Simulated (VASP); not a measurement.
# Si3Ge2 (I4/mmm) in VASP: a series of runs

Runs on Si3Ge2. Level: PBE. Tasks: single point.

All numbers are computed with VASP 6.6.1; they aren't measurements. Logs are shortened: lines on timing, memory, paths and dates and some standing lists are left out, and cuts for length are marked.

### Step 1. The cell of the first run

Symmetry: I4/mmm, No. 139, tetragonal system. The conventional cell has a = 2.980 Å, b = 2.980 Å, c = 18.815 Å, α = 90.00°, β = 90.00°, γ = 90.00°. Within 3.5 Å of Si (site symmetry 4mm) lie 9 Si at 2.63 to 3.15 Å and 4 Ge at 2.90 Å. Si (site symmetry 4/mmm) has 12 Si at 2.63 to 2.98 Å and 2 Ge at 3.56 Å within 3.6 Å. Within 3.8 Å of Ge (site symmetry 4mm) lie 5 Si at 2.90 to 3.56 Å and 8 Ge at 2.98 to 3.10 Å.

### Step 2. Single point, PBE

File INCAR:

```
PREC = Accurate
ENCUT = 520
EDIFF = 1E-6
ISMEAR = 0
SIGMA = 0.1
LREAL = False
LASPH = True
NELM = 100
ALGO = Normal
ISIF = 2
LWAVE = False
LCHARG = False
GGA = PE
NBANDS = 28
```

File KPOINTS:

```
Automatic mesh
0
Gamma
  8 8 8
```

File POSCAR:

```
Si3Ge2
1.0
   -1.4900234909      1.4900234909      9.4075631037
    1.4900234909     -1.4900234909      9.4075631037
    1.4900234909      1.4900234909     -9.4075631037
Si Ge
3 2
Direct
    0.4161942130      0.4161942130      0.0000000000
    0.0000000000      0.0000000000      0.0000000000
    0.5838057870      0.5838057870      0.0000000000
    0.8105898913      0.8105898913      0.0000000000
    0.1894101087      0.1894101087      0.0000000000
```

Potentials or basis: VASP PAW PBE potentials, release 64 (Si, Ge_d).

Command:

```
$ cat potpaw_PBE.64/Si/POTCAR potpaw_PBE.64/Ge_d/POTCAR > POTCAR
$ mpirun -np 1 vasp_std > vasp.out
```

OUTCAR:

```text
PREC = Accurate
   ENCUT = 520
   EDIFF = 1E-6
   ISMEAR = 0
   LREAL = False
   LASPH = True
   NELM = 100
   ISIF = 2
   GGA = PE

 ion  position               nearest neighbor table
   1  0.416  0.416  0.000-   2 2.63   2 2.63   2 2.63   2 2.63   4 2.90   4 2.90   4 2.90   4 2.90

   2  0.000  0.000  0.000-   3 2.63   3 2.63   3 2.63   1 2.63   3 2.63   1 2.63   1 2.63   1 2.63

   3  0.584  0.584  0.000-   2 2.63   2 2.63   2 2.63   2 2.63   5 2.90   5 2.90   5 2.90   5 2.90

   4  0.811  0.811  0.000-   1 2.90   1 2.90   1 2.90   1 2.90
   5  0.189  0.189  0.000-   3 2.90   3 2.90   3 2.90   3 2.90

  LATTYP: Found a body centered tetragonal cell.
 ALAT       =     2.9800469818
 C/A-ratio  =     6.3137012008

  Lattice vectors:

 A1 = (  -1.4900234909,   1.4900234909,   9.4075631037)
 A2 = (   1.4900234909,  -1.4900234909,   9.4075631037)
 A3 = (   1.4900234909,   1.4900234909,  -9.4075631037)

Analysis of symmetry for initial positions (statically):
=====================================================================
 Subroutine PRICEL returns:
 Original cell was already a primitive cell.

 Routine SETGRP: Setting up the symmetry group for a
 body centered tetragonal supercell.

 Subroutine GETGRP returns: Found 16 space group operations
 (whereof 16 operations were pure point group operations)
 out of a pool of 16 trial point group operations.

The static configuration has the point symmetry D_4h.

Analysis of symmetry for dynamics (positions and initial velocities):
=====================================================================
 Subroutine PRICEL returns:
 Original cell was already a primitive cell.

 Routine SETGRP: Setting up the symmetry group for a
 body centered tetragonal supercell.

 Subroutine GETGRP returns: Found 16 space group operations
 (whereof 16 operations were pure point group operations)
 out of a pool of 16 trial point group operations.

The dynamic configuration has the point symmetry D_4h.

 Subroutine INISYM returns: Found 16 space group operations
 (whereof 16 operations are pure point group operations),
 and found     1 'primitive' translations

----------------------------------------------------------------------------------------

                                     Primitive cell

  volume of cell :      83.5456

  direct lattice vectors                    reciprocal lattice vectors
    -1.490023491  1.490023491  9.407563104     0.000000000  0.335565179  0.053148727
     1.490023491 -1.490023491  9.407563104     0.335565179  0.000000000  0.053148727
     1.490023491  1.490023491 -9.407563104     0.335565179  0.335565179  0.000000000

  length of vectors
     9.640673397  9.640673397  9.640673397     0.339748108  0.339748108  0.474560828

  position of ions in fractional coordinates (direct lattice)
     0.416194213  0.416194213  0.000000000
     0.000000000  0.000000000  0.000000000
     0.583805787  0.583805787  0.000000000
     0.810589891  0.810589891  0.000000000
     0.189410109  0.189410109  0.000000000

  ion indices of the primitive-cell ions
   primitive index   ion index
                 1           1
                 2           2
                 3           3
                 4           4
                 5           5

----------------------------------------------------------------------------------------

 KPOINTS: Automatic mesh

Automatic generation of k-mesh.
 Grid dimensions read from file:
 generate k-points for:    8    8    8

 Generating k-lattice:

  Cartesian coordinates                     Fractional coordinates (reciprocal lattice)
     0.000000000  0.041945647  0.006643591     0.125000000 -0.000000000  0.000000000
     0.041945647  0.000000000  0.006643591    -0.000000000  0.125000000  0.000000000
     0.041945647  0.041945647  0.000000000     0.000000000  0.000000000  0.125000000

  Length of vectors
     0.042468513  0.042468513  0.059320103

  Shift w.r.t. Gamma in fractional coordinates (k-lattice)
     0.000000000  0.000000000  0.000000000

 Subroutine IBZKPT returns following result:
 ===========================================

 Found     59 irreducible k-points:

 Following reciprocal coordinates:
            Coordinates               Weight
  0.000000  0.000000  0.000000      1.000000
  0.125000  0.000000  0.000000      8.000000
  0.250000  0.000000  0.000000      8.000000
  0.375000  0.000000  0.000000      8.000000
  0.500000  0.000000  0.000000      4.000000
  0.125000  0.125000  0.000000      8.000000
[... 16 lines left out ...]
  0.250000  0.125000  0.125000     16.000000
  0.375000  0.125000  0.125000      8.000000
 [... further k-points ...]
   k-points           NKPTS =     59   k-points in BZ     NKDIM =     59   number of bands    NBANDS=     28
   number of dos      NEDOS =    301   number of ions     NIONS =      5
   total plane-waves  NPLWV = 373248
   dimension x,y,z NGX =    72 NGY =   72 NGZ =   72
   dimension x,y,z NGXF=   144 NGYF=  144 NGZF=  144
   ions per type =               3   2
   NGX,Y,Z   is equivalent  to a cutoff of  12.42, 12.42, 12.42 a.u.
   NGXF,Y,Z  is equivalent  to a cutoff of  24.83, 24.83, 24.83 a.u.
 SYSTEM =  unknown system
   PREC   = accura    normal or accurate (medium, high low for compatibility)
   ISTART =      0    job   : 0-new  1-cont  2-samecut
   ICHARG =      2    charge: 1-file 2-atom 10-const
   ISPIN  =      1    spin polarized calculation?
   LNONCOLLINEAR =      F non collinear calculations
   LSORBIT =      F    spin-orbit coupling
   LASPH  =      T    aspherical Exc in radial PAW
   ENCUT  =  520.0 eV  38.22 Ry    6.18 a.u.  17.93 17.93 17.93*2*pi/ulx,y,z
   NELM   =    100;   NELMIN=  2; NELMDL= -5     # of ELM steps
   EDIFF  = 0.1E-05   stopping-criterion for ELM
   LREAL  =      F    real-space projection
   EDIFFG = 0.1E-04   stopping-criterion for IOM
   NSW    =      0    number of steps for IOM
   IBRION =     -1    ionic relax: 0-MD 1-quasi-New 2-CG
   NFREE  =      0    steps in history (QN), initial steepest desc. (CG)
   ISIF   =      2    stress and relaxation
   ISYM   =      2    0-nonsym 1-usesym 2-fastsym
   POTIM  = 0.5000    time-step for ionic-motion
   TEBEG  =    0.0;   TEEND  =   0.0 temperature during run
   PSTRESS=    0.0 pullay stress
   NELECT =      40.0000    total number of electrons
   NUPDOWN=      -1.0000    fix difference up-down
   EMIN   =  10.00;   EMAX   =-10.00  energy-range for DOS
   EFERMI =   0.00;   METHOD = LEGACY
   ISMEAR =     0;   SIGMA  =   0.10  broadening in eV -4-tet -1-fermi 0-gaus
   EFERMI_NEDOS =   21; number of points for ismear=-14 and -15
   IALGO  =     38    algorithm
   IMIX   =      4    mixing-type and parameters
     AMIX     =   0.40;   BMIX     =  1.00
     AMIX_MAG =   1.60;   BMIX_MAG =  1.00
  volume/ion in A,a.u.               =      16.71       112.76
  Fermi-wavevector in a.u.,A,eV,Ry     =   1.280719  2.420207 22.316821  1.640240
  Thomas-Fermi vector in A             =   2.413130
   LORBIT       =      0    0 simple, 1 ext, 2 COOP (PROOUT), +10 PAW based schemes
   GGA     = PE    functional components
   LHFCALC =     F    Hartree Fock is set to
   AEXX    =    0.0000 exact exchange contribution
   IVDW    =     0    specifies the selected vdW correction
   LEPSILON=     F    determine dielectric tensor
   LRPA    =     F    only Hartree local field effects (RPA)
 non-spin polarized calculation
 Gauss-broadening in eV      SIGMA  =   0.10
  energy-cutoff  :      520.00
  volume of cell :       83.55
 maximum number of plane-waves:      2287
   NGX = 35   NGY = 35   NGZ = 35

 number of electron      39.9999987 magnetization

 Free energy of the ion-electron system (eV)
  ---------------------------------------------------
  ext. energy  EPLUGINS =         0.00000000
  ---------------------------------------------------
  free energy    TOTEN  =       -23.06034427 eV

  energy without entropy =      -23.04920574  energy(sigma->0) =      -23.05477501

 E-fermi :   8.2483     XC(G=0): -11.1084

 val. band max:        8.2434470332   @ k =   0.3750   0.1250   0.1250
 cond. band min:       8.2630080559   @ k =   0.2500   0.0000   0.0000
 fundamental gap:      0.0195610227
 Fermi energy:         8.2483220775

 k-point     1 :       0.0000    0.0000    0.0000
  band No.  band energies     occupation
      1     -16.5707      2.00000
      2     -16.5529      2.00000
      3     -16.5262      2.00000
      4     -16.5055      2.00000
      5     -16.4941      2.00000
      6     -16.4941      2.00000
[... 20 lines left out ...]
     27      13.4904      0.00000
     28      13.9566      0.00000

 k-point     2 :       0.1250    0.0000    0.0000
  band No.  band energies     occupation
      1     -16.5611      2.00000
      2     -16.5445      2.00000
      3     -16.5215      2.00000
      4     -16.5022      2.00000
      5     -16.4969      2.00000
      6     -16.4930      2.00000
[... 20 lines left out ...]
     27      14.2973      0.00000
     28      14.7871      0.00000

 k-point     3 :       0.2500    0.0000    0.0000
  band No.  band energies     occupation
      1     -16.5449      2.00000
      2     -16.5317      2.00000
      3     -16.5138      2.00000
      4     -16.4940      2.00000
      5     -16.4918      2.00000
      6     -16.4914      2.00000
[... 20 lines left out ...]
     27      14.5235      0.00000
     28      14.7255      0.00000

 k-point     4 :       0.3750    0.0000    0.0000
  band No.  band energies     occupation
      1     -16.5351      2.00000
      2     -16.5277      2.00000
      3     -16.5175      2.00000
      4     -16.5046      2.00000
      5     -16.4931      2.00000
      6     -16.4917      2.00000
[... 578 lines left out ...]
     27      13.3400      0.00000
     28      14.0878      0.00000

 k-point    23 :       0.2500    0.1250    0.1250
  band No.  band energies     occupation
      1     -16.5226      2.00000
      2     -16.5183      2.00000
      3     -16.5118      2.00000
      4     -16.5055      2.00000
      5     -16.4849      2.00000
      6     -16.4825      2.00000
[... 20 lines left out ...]
     27      11.9185      0.00000
     28      12.6894      0.00000

 k-point    24 :       0.3750    0.1250    0.1250
  band No.  band energies     occupation
      1     -16.5244      2.00000
      2     -16.5244      2.00000
      3     -16.5129      2.00000
      4     -16.5129      2.00000
      5     -16.4832      2.00000
      6     -16.4832      2.00000
[... 20 lines left out ...]
     27      12.2445      0.00000
     28      12.2545      0.00000

 [... further k-points ...]

------------------------ aborting loop because EDIFF is reached ----------------------------------------

  FORCE on cell =-STRESS in cart. coord.  units (eV):
  Direction    XX          YY          ZZ          XY          YZ          ZX
  --------------------------------------------------------------------------------------
  -------------------------------------------------------------------------------------
  Total        0.0263413      0.0263413      0.1086879      0.0000000      0.0000000      0.0000000
  in kB        0.5051544      0.5051544      2.0843397      0.0000000      0.0000000      0.0000000
  external PRESSURE =       1.0315495 kB  Pullay stress =       0.0000000 kB

 VOLUME and BASIS-vectors are now :
 -----------------------------------------------------------------------------
  energy-cutoff  :      520.00
  volume of cell :       83.55
      direct lattice vectors                 reciprocal lattice vectors
    -1.490023491  1.490023491  9.407563104     0.000000000  0.335565179  0.053148727
     1.490023491 -1.490023491  9.407563104     0.335565179  0.000000000  0.053148727
     1.490023491  1.490023491 -9.407563104     0.335565179  0.335565179  0.000000000

 POSITION                                       TOTAL-FORCE (eV/Angst)
 -----------------------------------------------------------------------------------
      0.00000      0.00000      7.83075        -0.000000     -0.000000      0.020941
      0.00000      0.00000      0.00000        -0.000000     -0.000000     -0.000000
      0.00000      0.00000     10.98438        -0.000000     -0.000000     -0.020941
      0.00000      0.00000     15.25135         0.000000      0.000000     -0.014890
      0.00000      0.00000      3.56378         0.000000      0.000000      0.014890
 -----------------------------------------------------------------------------------
    total drift:                                0.000000      0.000000     -0.000000

  FREE ENERGIE OF THE ION-ELECTRON SYSTEM (eV)
  ---------------------------------------------------
  free  energy   TOTEN  =       -23.0603442667 eV

  energy  without entropy=      -23.0492057440  energy(sigma->0) =      -23.05477501
```

It took 24 min on 1 thread of Intel Xeon 8259CL, shared host; peak memory 0.75 GiB.

Results:

```yaml
Free_energy: -23.0603 eV
Pressure: 0.1 GPa
Largest_force: 0.021 eV/Å
Band_gap_on_the_k_mesh: zero (bands 20 and 21 overlap by 5.58 eV)
```

Forces on the atoms (eV/Å):
```
Si   0.000  0.000  0.021
Si   0.000  0.000  0.000
Si   0.000  0.000 -0.021
Ge   0.000  0.000 -0.015
Ge   0.000  0.000  0.015
```

### Step 3. Single point, PBE

This run uses another cell than the first one, of 16.83 Å³/atom.

File INCAR:

```
SYSTEM = Si3Ge2
ALGO     = Normal         ! electronic algorithm
EDIFF    = 1E-7           ! SCF threshold, eV
ENCUT    = 520            ! plane-wave cutoff, eV
GGA      = PE             ! functional
ISIF     = 2              ! what is computed and relaxed
ISMEAR   = 0              ! smearing method
LASPH    = .True.         ! aspherical terms in the spheres
LCHARG   = .False.        ! write CHGCAR
LREAL    = .False.        ! projectors in reciprocal space
LWAVE    = .False.        ! write WAVECAR
NBANDS   = 28             ! bands
NELM     = 100            ! most SCF steps
PREC     = Accurate       ! precision mode
SIGMA    = 0.1            ! smearing width, eV
```

File KPOINTS:

```
k-points
0
Gamma
  8 8 8
  0 0 0
```

File POSCAR:

```
Si3Ge2
1.0
   -1.4382955600      1.4382955600     10.1702854600
    1.4382955600     -1.4382955600     10.1702854600
    1.4382955600      1.4382955600    -10.1702854600
Si Ge
3 2
Direct
    0.4000000000      0.4000000000      0.0000000000
    0.0000000000      0.0000000000      0.0000000000
    0.6000000000      0.6000000000      0.0000000000
    0.8000000000      0.8000000000      0.0000000000
    0.2000000000      0.2000000000      0.0000000000
```

Potentials or basis: VASP PAW PBE potentials, release 64 (Si, Ge_d).

Command:

```
$ cat potpaw_PBE.64/Si/POTCAR potpaw_PBE.64/Ge_d/POTCAR > POTCAR
$ mpirun -np 1 vasp_std > vasp.out
```

Wall time 48 min (1 thread of Intel Xeon 8259CL, shared host); peak memory 0.96 GiB.

Results (log left out):

```yaml
Free_energy: -22.6314 eV
Pressure: 0.6 GPa
Largest_force: 0.607 eV/Å
Band_gap_on_the_k_mesh: zero (bands 20 and 21 overlap by 6.36 eV)
```

Forces in eV/Å, atoms in the order of the input:
```
Si   0.000  0.000  0.607
Si   0.000  0.000  0.000
Si   0.000  0.000 -0.607
Ge   0.000  0.000  0.585
Ge   0.000  0.000 -0.585
```

Stress tensor (GPa, compression positive):
```
-0.13  0.00  0.00
 0.00 -0.13  0.00
 0.00  0.00  2.03
```

Levels at points of the mesh, in eV from the Fermi level:
```tsv
k point	band 16	band 17	band 18	band 19	band 20	band 21	band 22	band 23	band 24	band 25
(0.00, 0.00, 0.00)	-1.28	-1.08	3.09	3.09	3.10	3.10	5.04	5.73	5.73	5.73
(0.50, 0.00, 0.00)	-6.17	-4.65	-4.65	-1.97	-1.96	1.32	1.34	4.99	4.99	6.58
(0.50, 0.50, 0.00)	-4.31	-3.91	-3.72	-3.39	-3.34	-1.66	-1.60	-0.67	-0.57	0.60
(0.50, 0.50, 0.50)	-4.78	2.73	2.76	2.76	2.88	4.09	4.09	4.11	4.11	4.99
```
